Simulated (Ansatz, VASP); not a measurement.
Sr: VASP beside Ansatz

Contents of INCAR:

```
PREC = Accurate
ENCUT = 520
EDIFF = 1E-6
ISMEAR = -1
SIGMA = 0.08
LREAL = F
LASPH = T
NELM = 80
ALGO = Normal
ISIF = 2
LWAVE = F
LCHARG = F
GGA = PE
NBANDS = 17
```

The input KPOINTS:

```
regular mesh
0
Gamma
  10 10 5
```

File POSCAR:

```
Sr
1.0
    4.3667172541      0.0000000000      0.0000000000
   -2.1833586271      3.7816880731      0.0000000000
    0.0000000000      0.0000000000      7.1427737969
Sr
2
Direct
    0.3333333333      0.6666666667      0.2500000000
    0.6666666667      0.3333333333      0.7500000000
```

Input for Ansatz:

```yaml
crystal:
  lattice:
    - [4.3667172541, 0.0, 0.0]
    - [-2.1833586271, 3.7816880731, 0.0]
    - [0.0, 0.0, 7.1427737969]
  atoms:
    - { symbol: Sr, position: [0.3333333333, 0.6666666667, 0.25] }
    - { symbol: Sr, position: [0.6666666667, 0.3333333333, 0.75] }
kpoints:
  mp_grid: { grid: [10, 10, 5] }
scf:
  occupations: { method: fermi_dirac, width: 0.08 }
hamiltonian:
  xc: pbe
  pseudopotentials: { kind: all_electron, lapw: { basis_error: 0.001 } }
output:
  forces: true
  stress: true
  eigenvalues: true
```

Change from the starting cell: volume scaled by 1.04.

Alike in both runs: task single point; functional PBE; k mesh 10 × 10 × 5; occupations fermi-dirac, width 0.08 eV; no spin polarisation.

|  | VASP | Ansatz |
| --- | --- | --- |
| version | VASP 6.6.1 | Ansatz 0.2.0 |
| potentials or method | VASP PAW PBE potentials, release 64 (Sr_sv), cutoff 520 eV | all-electron LAPW, scalar-relativistic |

Ansatz gave:

```
pressure (GPa)                                                : -0.7
traceless stress, the component that is largest in VASP (GPa) : 0.08
```

**Question.** Estimate VASP's values.

**Answer.** Pressure (GPa): -0.7; traceless stress, the component that is largest in VASP (GPa): 0.07.

Ansatz ran all-electron here, and VASP with PAW potentials.
